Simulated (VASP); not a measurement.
Write the native input for VASP 6.6.1 that does the following.

```
Task                   : single point
Functional             : PBE
Potentials or basis    : VASP PAW PBE potentials, release 64 (Ga_d)
Cutoff                 : 520 eV
k mesh                 : 22 × 22 × 22
Occupations            : gaussian, width 0.1 eV
Spin                   : no spin polarisation
Dipole correction      : no
Further INCAR settings : ALGO = Fast; EDIFF = 1e-07; NBANDS = 12
```

The structure of Ga lies in POSCAR:

```
Ga
1.0
   -1.4315696463      1.4315696463      2.3031218197
    1.4315696463     -1.4315696463      2.3031218197
    1.4315696463      1.4315696463     -2.3031218197
Ga
1
Direct
    0.0000000000      0.0000000000      0.0000000000
```

One way to write it, as run:

INCAR

```
PREC = Accurate
ENCUT = 520
EDIFF = 1E-7
ISMEAR = 0
SIGMA = 0.1
LREAL = F
LASPH = T
NELM = 80
ALGO = Fast
ISIF = 2
LWAVE = F
LCHARG = T
GGA = PE
LELF = T
LVHAR = T
NBANDS = 12
```

KPOINTS

```
regular mesh
0
Gamma
  22 22 22
```

Potentials or basis: VASP PAW PBE potentials, release 64 (Ga_d).

Launch:

```sh
$ cat potpaw_PBE.64/Ga_d/POTCAR > POTCAR
$ mpirun -np 1 vasp_std > vasp.out
```

Results of the run:

The pressure is -0.1 GPa.

Run time: 63 s on 1 thread of Intel(R) Xeon(R) 6975P-C (Granite Rapids) (shared host), peak memory 0.28 GiB.
